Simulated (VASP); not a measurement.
# Hf (Im-3m) in VASP: a series of runs, part 2 of 2

VASP 6.6.1. Earlier steps stand in the parts before.

### 4 Single point, r2SCANh

This run uses another cell than the first one, of 24.46 Å³/atom, 1.040 times its volume.

File POSCAR:

```
Hf
1.0
   -1.8287527239      1.8287527239      1.8287527239
    1.8287527239     -1.8287527239      1.8287527239
    1.8287527239      1.8287527239     -1.8287527239
Hf
1
Direct
    0.0000000000      0.0000000000      0.0000000000
```

File INCAR.step1:

```
ALGO = Normal ; EDIFF = 1E-5
ENCUT = 520 ; GGA = PE
ISIF = 2 ; ISMEAR = -1
LASPH = T ; LCHARG = F
LREAL = F ; LWAVE = T
NBANDS = 11 ; NELM = 100
PREC = Accurate ; SIGMA = 0.05
```

File INCAR.step2:

```
AEXX = 0.1 ; ALGO = Normal
EDIFF = 1E-7 ; ENCUT = 520
ISIF = 2 ; ISMEAR = -1
ISTART = 1 ; LASPH = T
LCHARG = F ; LHFCALC = T
LMIXTAU = T ; LREAL = F
LWAVE = F ; METAGGA = R2SCAN
NBANDS = 11 ; NELM = 100
PREC = Accurate ; PRECFOCK = Normal
SIGMA = 0.05
```

File KPOINTS:

```
k-points
0
Gamma
  5 5 5
```

Potentials or basis: VASP PAW PBE potentials, release 64 (Hf_pv).

On the command line:

```sh
> cat potpaw_PBE.64/Hf_pv/POTCAR > POTCAR
> cp INCAR.step1 INCAR
> mpirun -np 1 vasp_std > vasp.out
> cp INCAR.step2 INCAR
> mpirun -np 1 vasp_std > vasp.out
```

OUTCAR:

```text
AEXX = 0.1
   EDIFF = 1E-7
   ENCUT = 520
   ISIF = 2
   ISMEAR = -1
   ISTART = 1
   LASPH = T
   LHFCALC = T
   LREAL = F
   METAGGA = R2SCAN
   NELM = 100
   PREC = Accurate
   PRECFOCK = Normal

 ion  position               nearest neighbor table
   1  0.000  0.000  0.000-

  LATTYP: Found a body centered cubic cell.
 ALAT       =     3.6575054478

  Lattice vectors:

 A1 = (  -1.8287527239,   1.8287527239,   1.8287527239)
 A2 = (   1.8287527239,  -1.8287527239,   1.8287527239)
 A3 = (   1.8287527239,   1.8287527239,  -1.8287527239)

Analysis of symmetry for initial positions (statically):
=====================================================================
 Subroutine PRICEL returns:
 Original cell was already a primitive cell.

 Routine SETGRP: Setting up the symmetry group for a
 body centered cubic supercell.

 Subroutine GETGRP returns: Found 48 space group operations
[... 9 lines left out ...]

 Routine SETGRP: Setting up the symmetry group for a
 body centered cubic supercell.

 Subroutine GETGRP returns: Found 48 space group operations
[... 11 lines left out ...]
                                     Primitive cell

  volume of cell :      24.4639

  direct lattice vectors                    reciprocal lattice vectors
    -1.828752724  1.828752724  1.828752724     0.000000000  0.273410392  0.273410392
     1.828752724 -1.828752724  1.828752724     0.273410392  0.000000000  0.273410392
     1.828752724  1.828752724 -1.828752724     0.273410392  0.273410392  0.000000000

  length of vectors
     3.167492632  3.167492632  3.167492632     0.386660685  0.386660685  0.386660685

  position of ions in fractional coordinates (direct lattice)
     0.000000000  0.000000000  0.000000000

  ion indices of the primitive-cell ions
   primitive index   ion index
                 1           1

----------------------------------------------------------------------------------------

[... 83 lines left out ...]
   NKREDX  =     1    reduce k-point grid by
   NKREDY  =     1    reduce k-point grid by
   NKREDZ  =     1    reduce k-point grid by
   AEXX    =    0.1000 exact exchange contribution
   HFSCREEN=    0.0000 screening length (either q_TF or 0.3 A-1)
   HFSCREENC=   0.0000 screening length for correlation (either q_TF or 0.3 A-1)
   ENCUTFOCK=  -1.0 apply spherical cutoff to Coloumb kernel
   IVDW    =     0    specifies the selected vdW correction
   LEPSILON=     F    determine dielectric tensor
   LRPA    =     F    only Hartree local field effects (RPA)
 non-spin polarized calculation
  energy-cutoff  :      520.00
  volume of cell :       24.46
 maximum number of plane-waves:       675
  NGX = 18; NGY = 18; NGZ = 18

 number of electron       9.9999997 magnetization

 Free energy of the ion-electron system (eV)
  ---------------------------------------------------
  ext. energy  EPLUGINS =         0.00000000
  ---------------------------------------------------
  free energy    TOTEN  =       -42.47243003 eV

  energy without entropy =      -42.46812856  energy(sigma->0) =      -42.47027930

 E-fermi :   3.7089     XC(G=0): -10.6697

 val. band max:        3.5391554343   @ k =   0.2000   0.2000   0.0000
 cond. band min:       3.9816862143   @ k =   0.4000   0.0000   0.0000
 fundamental gap:      0.4425307800
 Fermi energy:         3.7089202250

 k-point     1 :       0.0000    0.0000    0.0000
  band No.  band energies     occupation
      1     -28.5174      2.00000
      2     -28.5174      2.00000
      3     -28.5174      2.00000
      4      -3.7634      2.00000
      5       5.9021      0.00000
      6       5.9022      0.00000
      7       5.9022      0.00000
      8       8.4617      0.00000
      9       8.4617      0.00000
     10      16.4020      0.00000
     11      17.7683      0.00000
[... 113 lines left out ...]
 k-point    10 :      -0.4000    0.4000    0.4000
  band No.  band energies     occupation
      1     -28.9578      2.00000
      2     -28.9140      2.00000
      3     -28.9140      2.00000
      4       1.4642      2.00000
      5       1.6223      2.00000
      6       8.1782      0.00000
      7       8.1782      0.00000
      8       9.2734      0.00000
      9      10.0620      0.00000
     10      14.3140      0.00000
     11      14.3140      0.00000

------------------------ aborting loop because EDIFF is reached ----------------------------------------

  FORCE on cell =-STRESS in cart. coord.  units (eV):
  Direction    XX          YY          ZZ          XY          YZ          ZX
  --------------------------------------------------------------------------------------
  -------------------------------------------------------------------------------------
  Total       -1.3002991     -1.3002991     -1.3002991     -0.0000000      0.0000000      0.0000000
  in kB      -85.1586781    -85.1586781    -85.1586781     -0.0000000      0.0000000      0.0000000
  external PRESSURE =     -85.1586781 kB  Pullay stress =       0.0000000 kB

 VOLUME and BASIS-vectors are now :
 -----------------------------------------------------------------------------
  energy-cutoff  :      520.00
  volume of cell :       24.46
      direct lattice vectors                 reciprocal lattice vectors
    -1.828752724  1.828752724  1.828752724     0.000000000  0.273410392  0.273410392
     1.828752724 -1.828752724  1.828752724     0.273410392  0.000000000  0.273410392
     1.828752724  1.828752724 -1.828752724     0.273410392  0.273410392  0.000000000

 POSITION                                       TOTAL-FORCE (eV/Angst)
 -----------------------------------------------------------------------------------
      0.00000      0.00000      0.00000         0.000000      0.000000     -0.000000
 -----------------------------------------------------------------------------------
    total drift:                               -0.000000     -0.000000      0.000000

  FREE ENERGIE OF THE ION-ELECTRON SYSTEM (eV)
  ---------------------------------------------------
  free  energy   TOTEN  =       -42.4724300329 eV

  energy  without entropy=      -42.4681285606  energy(sigma->0) =      -42.47027930
```

OUTCAR.step1:

```text
EDIFF = 1E-5
   ENCUT = 520
   GGA = PE
   ISIF = 2
   ISMEAR = -1
   LASPH = T
[... 339 lines left out ...]

 POSITION                                       TOTAL-FORCE (eV/Angst)
 -----------------------------------------------------------------------------------
      0.00000      0.00000      0.00000        -0.000000     -0.000000      0.000000
 -----------------------------------------------------------------------------------
    total drift:                                0.000000      0.000000      0.000000

  FREE ENERGIE OF THE ION-ELECTRON SYSTEM (eV)
  ---------------------------------------------------
  free  energy   TOTEN  =        -9.6948430593 eV

  energy  without entropy=       -9.6759373956  energy(sigma->0) =       -9.68539023
```

OSZICAR.step1:

```text
N       E                     dE             d eps       ncg     rms          rms(c)
DAV:   1     0.125970921423E+02    0.12597E+02   -0.54915E+03   220   0.824E+02
DAV:   2    -0.968136073773E+01   -0.22278E+02   -0.21512E+02   309   0.153E+02
DAV:   3    -0.100935378945E+02   -0.41218E+00   -0.40964E+00   273   0.143E+01
DAV:   4    -0.100956108244E+02   -0.20729E-02   -0.20725E-02   254   0.108E+00
DAV:   5    -0.100956215324E+02   -0.10708E-04   -0.10708E-04   273   0.664E-02    0.436E+01
DAV:   6    -0.978654118077E+01    0.30908E+00   -0.25873E-01   238   0.379E+00    0.233E+01
DAV:   7    -0.969682256210E+01    0.89719E-01   -0.26493E-01   244   0.371E+00    0.194E+00
DAV:   8    -0.969506097010E+01    0.17616E-02   -0.82910E-03   258   0.692E-01    0.185E+00
DAV:   9    -0.969483713825E+01    0.22383E-03   -0.25650E-04   256   0.132E-01    0.119E-01
DAV:  10    -0.969484305934E+01   -0.59211E-05   -0.16427E-05   167   0.253E-02
   1 F= -.96948431E+01 E0= -.96853902E+01  d E =-.189057E-01
```

Wall time 5.5 min (1 thread of Intel Xeon Platinum 8259CL at 2.50GHz (Skylake/Cascade Lake), shared host); peak memory 0.15 GiB.

What came out:

| Item | Value |
| --- | --- |
| Free energy | -42.4724 eV |
| Pressure | -8.5 GPa |
| Band gap on the k mesh | zero (band 5 reaches 5.90 eV, above the bottom of band 6 at 2.96 eV) |

Levels at points of the mesh, in eV from the Fermi level:
```tsv
k point	band 1	band 2	band 3	band 4	band 5	band 6	band 7	band 8	band 9	band 10
(0.00, 0.00, 0.00)	-32.23	-32.23	-32.23	-7.47	2.19	2.19	2.19	4.75	4.75	12.69
```

Caveat: the k points lie up to 0.49 Å⁻¹ apart; the PAW data sets were made with another functional, which shifts forces and pressure a little; spin-orbit coupling is left out, which moves the levels of the heavy elements.

### 5 Single point, r2SCANh

This run uses another cell than the first one, of 24.93 Å³/atom, 1.060 times its volume.

File POSCAR:

```
Hf
1.0
   -1.8404011445      1.8404011445      1.8404011445
    1.8404011445     -1.8404011445      1.8404011445
    1.8404011445      1.8404011445     -1.8404011445
Hf
1
Direct
    0.0000000000      0.0000000000      0.0000000000
```

File INCAR.step1:

```
PREC = Accurate
ENCUT = 520
EDIFF = 1E-5
ISMEAR = -1
SIGMA = 0.05
LREAL = F
LASPH = T
NELM = 60
ALGO = Normal
ISIF = 2
LWAVE = T
NBANDS = 11
GGA = PE
```

File INCAR.step2:

```
PREC = Accurate
ENCUT = 520
EDIFF = 1E-6
ISMEAR = -1
SIGMA = 0.05
LREAL = F
LASPH = T
NELM = 60
ALGO = Normal
ISIF = 2
LWAVE = F
LCHARG = T
METAGGA = R2SCAN
LHFCALC = T
AEXX = 0.1
LMIXTAU = T
PRECFOCK = Normal
LELF = T
LVHAR = T
NBANDS = 11
ISTART = 1
```

File KPOINTS:

```
Automatic mesh
0
Gamma
  5 5 5
```

On the command line:

```sh
> cat potpaw_PBE.64/Hf_pv/POTCAR > POTCAR
> cp INCAR.step1 INCAR
> mpirun -np 1 vasp_std > vasp.out
> cp INCAR.step2 INCAR
> mpirun -np 1 vasp_std > vasp.out
```

It took 4.4 min on 1 thread of Intel Xeon Platinum 8259CL at 2.50GHz (Skylake/Cascade Lake), shared host; peak memory 0.16 GiB.

It converged, with:

- Free energy: -42.4450 eV
- Pressure: -10.1 GPa
- Band gap on the k mesh: zero (band 5 reaches 5.76 eV, above the bottom of band 6 at 2.87 eV)

Levels at points of the mesh, in eV from the Fermi level:
| k point | band 1 | band 2 | band 3 | band 4 | band 5 | band 6 | band 7 | band 8 | band 9 | band 10 |
| --- | --- | --- | --- | --- | --- | --- | --- | --- | --- | --- |
| (0.00, 0.00, 0.00) | -32.32 | -32.32 | -32.32 | -7.42 | 2.16 | 2.16 | 2.16 | 4.67 | 4.67 | 12.60 |

Caveat: the k points lie up to 0.48 Å⁻¹ apart; the PAW data sets were made with another functional, which shifts forces and pressure a little; spin-orbit coupling is left out, which moves the levels of the heavy elements.

### 6 Summary

```csv
cell,gap on the mesh (eV),pressure (GPa)
"a = 3.126 Å, angles 109.5°, 1 atom",none,-4.8
"a = 3.147 Å, angles 109.5°, 1 atom",none,-6.7
"a = 3.167 Å, angles 109.5°, 1 atom",none,-8.5
"a = 3.188 Å, angles 109.5°, 1 atom",none,-10.1
```

Alike in all rows: task single point; level r2SCANh; potentials or basis VASP PAW PBE potentials, release 64 (Hf_pv); no spin polarisation; k mesh 5 × 5 × 5; cutoff (eV) 520; smearing fermi-dirac 0.05 eV.

Caveats: all runs use coarse meshes; the PAW data sets were made with another functional, which shifts forces and pressure a little; spin-orbit coupling is left out, which moves the levels of the heavy elements.

Absolute energies hang on the potentials; compare differences alone.
